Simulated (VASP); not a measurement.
# Bi2Te3 in VASP: further runs

The runs below take Bi2Te3 through single point, with PBE+D3(BJ).

All numbers are computed with VASP 6.6.1; they aren't measurements. Logs are shortened: lines on timing, memory, paths and dates and some standing lists are left out, and cuts for length are marked.

## Step 1: The cell of the first run

The cell holds a slab with vacuum, 5 atoms: a = 4.386 Å, b = 4.386 Å, c = 41.027 Å, α = 90.00°, β = 90.00°, γ = 120.00°.

## Step 2: Single point, PBE+D3(BJ) (a layer taken out of the bulk)

INCAR reads:

```
SYSTEM = Bi2Te3
ALGO     = Normal         ! electronic algorithm
DIPOL    = 0.5 0.5 0.500
EDIFF    = 1E-6           ! SCF threshold, eV
ENCUT    = 520            ! plane-wave cutoff, eV
GGA      = PE             ! functional
IDIPOL   = 3            
ISIF     = 2              ! what is computed and relaxed
ISMEAR   = 0              ! smearing method
IVDW     = 12             ! dispersion correction
LASPH    = .True.         ! aspherical terms in the spheres
LCHARG   = .False.        ! write CHGCAR
LDIPOL   = .True.       
LREAL    = .False.        ! projectors in reciprocal space
LWAVE    = .False.        ! write WAVECAR
NBANDS   = 32             ! bands
NELM     = 100            ! most SCF steps
PREC     = Accurate       ! precision mode
SIGMA    = 0.1            ! smearing width, eV
```

KPOINTS reads:

```
k-points
0
Gamma
  6 6 1
  0 0 0
```

POSCAR reads:

```
Bi2Te3
1.0
    4.3859346042      0.0000000000      0.0000000000
   -2.1929673021      3.7983307865      0.0000000000
    0.0000000000      0.0000000000     41.0265819360
Te Bi
3 2
Direct
    0.0000000000      0.0000000000      0.4084338664
    0.6666666667      0.3333333333      0.5000000000
    0.3333333333      0.6666666667      0.5915661336
    0.3333333333      0.6666666667      0.4506544649
    0.0000000000      0.0000000000      0.5493455351
```

Potentials or basis: VASP PAW PBE potentials, release 64 (Te, Bi_d).

On the command line:

```sh
$ cat potpaw_PBE.64/Te/POTCAR potpaw_PBE.64/Bi_d/POTCAR > POTCAR
$ mpirun -np 1 vasp_std > vasp.out
```

OUTCAR:

```text
SYSTEM = Bi2Te3
   EDIFF = 1E-6
   ENCUT = 520
   GGA = PE
   ISIF = 2
   ISMEAR = 0
   IVDW = 12
   LASPH = .True.
   LREAL = .False.
   NELM = 100
   PREC = Accurate
 IVDW          = 12

 ion  position               nearest neighbor table
   1  0.000  0.000  0.408-   4 3.07   4 3.07   4 3.07
   2  0.667  0.333  0.500-   4 3.24   5 3.24   4 3.24   5 3.24   5 3.24   4 3.24
   3  0.333  0.667  0.592-   5 3.07   5 3.07   5 3.07
   4  0.333  0.667  0.451-   1 3.07   1 3.07   1 3.07   2 3.24   2 3.24   2 3.24
   5  0.000  0.000  0.549-   3 3.07   3 3.07   3 3.07   2 3.24   2 3.24   2 3.24

  LATTYP: Found a hexagonal cell.
 ALAT       =     4.3859346042
 C/A-ratio  =     9.3541253207

  Lattice vectors:

 A1 = (   4.3859346042,   0.0000000000,   0.0000000000)
 A2 = (  -2.1929673021,   3.7983307865,   0.0000000000)
 A3 = (   0.0000000000,   0.0000000000,  41.0265819360)

Analysis of symmetry for initial positions (statically):
=====================================================================
 Subroutine PRICEL returns:
 Original cell was already a primitive cell.

 Routine SETGRP: Setting up the symmetry group for a
 hexagonal supercell.

 Subroutine GETGRP returns: Found 12 space group operations
 (whereof  6 operations were pure point group operations)
 out of a pool of 24 trial point group operations.

The static configuration has the point symmetry C_3v.
 The point group associated with its full space group is D_3d.

Analysis of symmetry for dynamics (positions and initial velocities):
=====================================================================
 Subroutine PRICEL returns:
 Original cell was already a primitive cell.

 Routine SETGRP: Setting up the symmetry group for a
 hexagonal supercell.

 Subroutine GETGRP returns: Found 12 space group operations
 (whereof  6 operations were pure point group operations)
 out of a pool of 24 trial point group operations.

The dynamic configuration has the point symmetry C_3v.
 The point group associated with its full space group is D_3d.

 Subroutine INISYM returns: Found 12 space group operations
 (whereof  6 operations are pure point group operations),
 and found     1 'primitive' translations

----------------------------------------------------------------------------------------

                                     Primitive cell

  volume of cell :     683.4713

  direct lattice vectors                    reciprocal lattice vectors
     4.385934604  0.000000000  0.000000000     0.228001576  0.131636771  0.000000000
    -2.192967302  3.798330786  0.000000000     0.000000000  0.263273542  0.000000000
     0.000000000  0.000000000 41.026581936     0.000000000  0.000000000  0.024374441

  length of vectors
     4.385934604  4.385934604 41.026581936     0.263273542  0.263273542  0.024374441

  position of ions in fractional coordinates (direct lattice)
     0.000000000  0.000000000  0.408433866
     0.666666667  0.333333333  0.500000000
     0.333333333  0.666666667  0.591566134
     0.333333333  0.666666667  0.450654465
     0.000000000  0.000000000  0.549345535

  ion indices of the primitive-cell ions
   primitive index   ion index
                 1           1
                 2           2
                 3           3
                 4           4
                 5           5

----------------------------------------------------------------------------------------

 KPOINTS: k-points

Automatic generation of k-mesh.
 Grid dimensions read from file:
 generate k-points for:    6    6    1

 Generating k-lattice:

  Cartesian coordinates                     Fractional coordinates (reciprocal lattice)
     0.038000263  0.021939462  0.000000000     0.166666667  0.000000000  0.000000000
     0.000000000  0.043878924  0.000000000     0.000000000  0.166666667  0.000000000
     0.000000000  0.000000000  0.024374441     0.000000000  0.000000000  1.000000000

  Length of vectors
     0.043878924  0.043878924  0.024374441

  Shift w.r.t. Gamma in fractional coordinates (k-lattice)
     0.000000000  0.000000000  0.000000000

 Subroutine IBZKPT returns following result:
 ===========================================

 Found      7 irreducible k-points:

 Following reciprocal coordinates:
            Coordinates               Weight
  0.000000  0.000000  0.000000      1.000000
  0.166667  0.000000  0.000000      6.000000
  0.333333  0.000000  0.000000      6.000000
  0.500000  0.000000  0.000000      3.000000
  0.166667  0.166667  0.000000      6.000000
  0.333333  0.166667  0.000000     12.000000
  0.333333  0.333333  0.000000      2.000000
   k-points           NKPTS =      7   k-points in BZ     NKDIM =      7   number of bands    NBANDS=     32
   number of dos      NEDOS =    301   number of ions     NIONS =      5
   total plane-waves  NPLWV = 414720
   dimension x,y,z NGX =    36 NGY =   36 NGZ =  320
   dimension x,y,z NGXF=    72 NGYF=   72 NGZF=  640
   ions per type =               3   2
   NGX,Y,Z   is equivalent  to a cutoff of  13.65, 13.65, 12.97 a.u.
   NGXF,Y,Z  is equivalent  to a cutoff of  27.29, 27.29, 25.93 a.u.
 SYSTEM =  Bi2Te3
   PREC   = accura    normal or accurate (medium, high low for compatibility)
   ISTART =      0    job   : 0-new  1-cont  2-samecut
   ICHARG =      2    charge: 1-file 2-atom 10-const
   ISPIN  =      1    spin polarized calculation?
   LNONCOLLINEAR =      F non collinear calculations
   LSORBIT =      F    spin-orbit coupling
   LASPH  =      T    aspherical Exc in radial PAW
   ENCUT  =  520.0 eV  38.22 Ry    6.18 a.u.   8.15  8.15 76.28*2*pi/ulx,y,z
   NELM   =    100;   NELMIN=  2; NELMDL= -5     # of ELM steps
   EDIFF  = 0.1E-05   stopping-criterion for ELM
   LREAL  =      F    real-space projection
[... 7 lines left out ...]
   TEBEG  =    0.0;   TEEND  =   0.0 temperature during run
   PSTRESS=    0.0 pullay stress
   NELECT =      48.0000    total number of electrons
   NUPDOWN=      -1.0000    fix difference up-down
   EMIN   =  10.00;   EMAX   =-10.00  energy-range for DOS
   EFERMI =   0.00;   METHOD = LEGACY
   ISMEAR =     0;   SIGMA  =   0.10  broadening in eV -4-tet -1-fermi 0-gaus
   EFERMI_NEDOS =   21; number of points for ismear=-14 and -15
   IALGO  =     38    algorithm
   IMIX   =      4    mixing-type and parameters
     AMIX     =   0.40;   BMIX     =  1.00
     AMIX_MAG =   1.60;   BMIX_MAG =  1.00
  volume/ion in A,a.u.               =     136.69       922.46
  Fermi-wavevector in a.u.,A,eV,Ry     =   0.675432  1.276382  6.207097  0.456209
  Thomas-Fermi vector in A             =   1.752447
   LORBIT       =      0    0 simple, 1 ext, 2 COOP (PROOUT), +10 PAW based schemes
   GGA     = PE    functional components
   LHFCALC =     F    Hartree Fock is set to
   AEXX    =    0.0000 exact exchange contribution
   IVDW    =    12    specifies the selected vdW correction
   LEPSILON=     F    determine dielectric tensor
   LRPA    =     F    only Hartree local field effects (RPA)
 non-spin polarized calculation
 Gauss-broadening in eV      SIGMA  =   0.10
  energy-cutoff  :      520.00
  volume of cell :      683.47
 maximum number of plane-waves:     18426
 NGX is ok and might be reduce to    36
   NGX = 17   NGY = 17   NGZ =153

 number of electron      48.0000002 magnetization

 dipolmoment           0.000000      0.000000      0.000000 electrons x Angstroem

 Free energy of the ion-electron system (eV)
  ---------------------------------------------------
  ext. energy  EPLUGINS =         0.00000000
  ---------------------------------------------------
  free energy    TOTEN  =       -18.33362603 eV

  energy without entropy =      -18.33362603  energy(sigma->0) =      -18.33362603

 E-fermi :  -2.3034     XC(G=0):  -2.6933

 val. band max:       -2.7509479549   @ k =   0.1667   0.0000   0.0000
 cond. band min:      -1.7286953752   @ k =   0.0000   0.0000   0.0000
 fundamental gap:      1.0222525797
 Fermi energy:        -2.3034291560

 k-point     1 :       0.0000    0.0000    0.0000
  band No.  band energies     occupation
      1     -25.3508      2.00000
      2     -25.3508      2.00000
      3     -25.3493      2.00000
      4     -25.3493      2.00000
      5     -25.3430      2.00000
      6     -25.3417      2.00000
[... 24 lines left out ...]
     31       2.0977      0.00000
     32       2.1519      0.00000

 k-point     2 :       0.1667    0.0000    0.0000
  band No.  band energies     occupation
      1     -25.3528      2.00000
      2     -25.3511      2.00000
      3     -25.3481      2.00000
      4     -25.3466      2.00000
      5     -25.3417      2.00000
      6     -25.3404      2.00000
[... 24 lines left out ...]
     31       2.1975      0.00000
     32       2.4437      0.00000

 k-point     3 :       0.3333    0.0000    0.0000
  band No.  band energies     occupation
      1     -25.3580      2.00000
      2     -25.3556      2.00000
      3     -25.3454      2.00000
      4     -25.3440      2.00000
      5     -25.3432      2.00000
      6     -25.3417      2.00000
[... 24 lines left out ...]
     31       1.6941      0.00000
     32       2.9759      0.00000

 k-point     4 :       0.5000    0.0000    0.0000
  band No.  band energies     occupation
      1     -25.3608      2.00000
      2     -25.3580      2.00000
      3     -25.3453      2.00000
      4     -25.3452      2.00000
      5     -25.3428      2.00000
      6     -25.3424      2.00000
[... 24 lines left out ...]
     31       1.8366      0.00000
     32       3.0787      0.00000

 k-point     5 :       0.1667    0.1667    0.0000
  band No.  band energies     occupation
      1     -25.3548      2.00000
      2     -25.3533      2.00000
      3     -25.3462      2.00000
      4     -25.3458      2.00000
      5     -25.3415      2.00000
      6     -25.3412      2.00000
[... 24 lines left out ...]
     31       2.3625      0.00000
     32       2.4325      0.00000

 k-point     6 :       0.3333    0.1667    0.0000
  band No.  band energies     occupation
      1     -25.3574      2.00000
      2     -25.3553      2.00000
      3     -25.3473      2.00000
      4     -25.3445      2.00000
      5     -25.3428      2.00000
      6     -25.3410      2.00000
[... 24 lines left out ...]
     31       1.9135      0.00000
     32       3.2371      0.00000

 k-point     7 :       0.3333    0.3333    0.0000
  band No.  band energies     occupation
      1     -25.3531      2.00000
      2     -25.3531      2.00000
      3     -25.3519      2.00000
      4     -25.3469      2.00000
      5     -25.3379      2.00000
      6     -25.3379      2.00000
[... 24 lines left out ...]
     31       3.6947      0.00000
     32       3.6947      0.00000

------------------------ aborting loop because EDIFF is reached ----------------------------------------

 vacuum level on the upper side and lower side of the slab       (xc-potential included)        -0.252        -0.252

 Edisp (eV)   -1.76447

 E8    (eV) :    -0.8688

  FORCE on cell =-STRESS in cart. coord.  units (eV):
  Direction    XX          YY          ZZ          XY          YZ          ZX
  --------------------------------------------------------------------------------------
  -------------------------------------------------------------------------------------
  Total      -0.64891    -0.64891    -0.03903     0.00000     0.00000    -0.00000
  in kB      -1.52116    -1.52116    -0.09149     0.00000     0.00000    -0.00000
  external pressure =       -1.04 kB  Pullay stress =        0.00 kB

 VOLUME and BASIS-vectors are now :
 -----------------------------------------------------------------------------
  energy-cutoff  :      520.00
  volume of cell :      683.47
      direct lattice vectors                 reciprocal lattice vectors
     4.385934604  0.000000000  0.000000000     0.228001576  0.131636771  0.000000000
    -2.192967302  3.798330786  0.000000000     0.000000000  0.263273542  0.000000000
     0.000000000  0.000000000 41.026581936     0.000000000  0.000000000  0.024374441

 POSITION                                       TOTAL-FORCE (eV/Angst)
 -----------------------------------------------------------------------------------
      0.00000      0.00000     16.75665        -0.000000      0.000000      0.021173
      2.19297      1.26611     20.51329         0.000000     -0.000000     -0.000000
     -0.00000      2.53222     24.26994        -0.000000     -0.000000     -0.021173
     -0.00000      2.53222     18.48881        -0.000000     -0.000000     -0.034034
      0.00000      0.00000     22.53777         0.000000     -0.000000      0.034034
 -----------------------------------------------------------------------------------
    total drift:                                0.000000     -0.000000      0.000000

  FREE ENERGIE OF THE ION-ELECTRON SYSTEM (eV)
  ---------------------------------------------------
  free  energy   TOTEN  =       -20.0980991589 eV

  energy  without entropy=      -20.0980991589  energy(sigma->0) =      -20.09809916

 vacuum level on the upper side and lower side of the slab         2.481         2.481
```

Run time: 3.7 min. Hardware: 1 thread of Intel Xeon Platinum 8259CL at 2.50GHz (Skylake/Cascade Lake), shared host; peak memory 0.8 GiB.

Results:

```yaml
Free_energy: -20.0981 eV
Largest_force: 0.034 eV/Å
Band_gap_on_the_k_mesh: 1.02 eV (least direct gap 1.30 eV)
Dispersion_energy_per_atom: -0.353 eV
```

Forces in eV/Å, atoms in the order of the input:
```
Te   0.000  0.000  0.021
Te   0.000  0.000  0.000
Te   0.000  0.000 -0.021
Bi   0.000  0.000 -0.034
Bi   0.000  0.000  0.034
```

Caveat: the cell differs from its parent crystal (a layer taken out of the bulk); spin-orbit coupling is left out, which moves the levels of the heavy elements.

## Step 3: Single point, PBE+D3(BJ)

This run uses another cell than the first one.

INCAR reads:

```
  PREC = Accurate
  ENCUT = 520
  EDIFF = 1E-7
  ISMEAR = 0
  SIGMA = 0.01
  LREAL = F
  LASPH = T
  NELM = 80
  ALGO = Normal
  ISIF = 2
  LWAVE = F
  LCHARG = F
  LDIPOL = T
  IDIPOL = 3
  DIPOL = 0.5 0.5 0.500
  GGA = PE
  IVDW = 12
  NBANDS = 32
```

KPOINTS reads:

```
regular mesh
0
Gamma
  9 9 1
```

POSCAR reads:

```
Bi2Te3
1.0
    4.3534456456      0.0000000000      0.0000000000
   -2.1767228228      3.7701945231      0.0000000000
    0.0000000000      0.0000000000     41.0265819360
Te Bi
3 2
Direct
    0.0000000000      0.0000000000      0.4077306981
    0.6666666667      0.3333333333      0.5000000000
    0.3333333333      0.6666666667      0.5922693019
    0.3333333333      0.6666666667      0.4501117035
    0.0000000000      0.0000000000      0.5498882965
```

Potentials or basis: VASP PAW PBE potentials, release 64 (Te, Bi_d).

On the command line:

```sh
$ cat potpaw_PBE.64/Te/POTCAR potpaw_PBE.64/Bi_d/POTCAR > POTCAR
$ mpirun -np 1 vasp_std > vasp.out
```

Run time: 9.7 min. Hardware: 1 thread of Intel Xeon Platinum 8259CL at 2.50GHz (Skylake/Cascade Lake), shared host; peak memory 0.81 GiB.

Results (log left out):

```yaml
Free_energy: -20.1046 eV
Largest_force: 0.010 eV/Å
Band_gap_on_the_k_mesh: 1.05 eV (least direct gap 1.33 eV)
Dispersion_energy_per_atom: -0.356 eV
```

Forces in eV/Å, atoms in the order of the input:
```
Te   0.000  0.000 -0.010
Te   0.000  0.000  0.000
Te   0.000  0.000  0.010
Bi   0.000  0.000  0.009
Bi   0.000  0.000 -0.009
```

Levels at points of the mesh, in eV from the valence-band top:
```csv
k point,band 22,band 23,band 24,band 25,band 26,band 27
"(0.00, 0.00, 0.00)",-0.44,-0.28,-0.28,1.05,1.62,1.62
```

Caveat: spin-orbit coupling is left out, which moves the levels of the heavy elements.

(Part 1 of 2 ends here.)
